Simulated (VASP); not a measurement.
Wanted: the native input for a VASP 6.6.1 run.

```
Task                   : single point
Functional             : PBE
Potentials or basis    : VASP PAW PBE potentials, release 64 (Na_pv, Cl)
Cutoff                 : 500 eV
k mesh                 : 4 × 4 × 4
Occupations            : gaussian, width 0.01 eV
Spin                   : no spin polarisation
Dipole correction      : no
Further INCAR settings : ALGO = Normal; EDIFF = 1e-06; NBANDS = 14
```

The structure of NaCl lies in POSCAR:

```
NaCl
1.0
    0.0000000000      2.8932793018      2.8932793018
    2.8932793018      0.0000000000      2.8932793018
    2.8932793018      2.8932793018      0.0000000000
Na Cl
1 1
Direct
    0.0000000000      0.0000000000      0.0000000000
    0.5000000000      0.5000000000      0.5000000000
```

The input as run:

INCAR

```
SYSTEM = NaCl
PREC     = Accurate       ! precision mode
ENCUT    = 500            ! plane-wave cutoff, eV
EDIFF    = 1E-6           ! SCF threshold, eV
ISMEAR   = 0              ! smearing method
SIGMA    = 0.01           ! smearing width, eV
LREAL    = .False.        ! projectors in reciprocal space
LASPH    = .True.         ! aspherical terms in the spheres
NELM     = 120            ! most SCF steps
ALGO     = Normal         ! electronic algorithm
ISIF     = 2              ! what is computed and relaxed
LWAVE    = .False.        ! write WAVECAR
LCHARG   = .True.         ! write CHGCAR
GGA      = PE             ! functional
LELF     = .True.         ! ELF
LVHAR    = .True.       
NBANDS   = 14             ! bands
GGA_COMPAT= .False.
```

KPOINTS

```
Automatic mesh
0
Gamma
  4 4 4
  0 0 0
```

Potentials or basis: VASP PAW PBE potentials, release 64 (Na_pv, Cl).

Launch:

```sh
$ cat potpaw_PBE.64/Na_pv/POTCAR potpaw_PBE.64/Cl/POTCAR > POTCAR
$ mpirun -np 1 vasp_std > vasp.out
```

It gave:

The pressure is -1.0 GPa. The band gap on the k mesh is 4.82 eV, direct.

Caveat: the k points lie up to 0.47 Å⁻¹ apart.

It took 4 s on 1 thread of AMD EPYC 9R45 96-Core Processor (Zen 5), with other jobs on the host, peak memory 0.12 GiB.
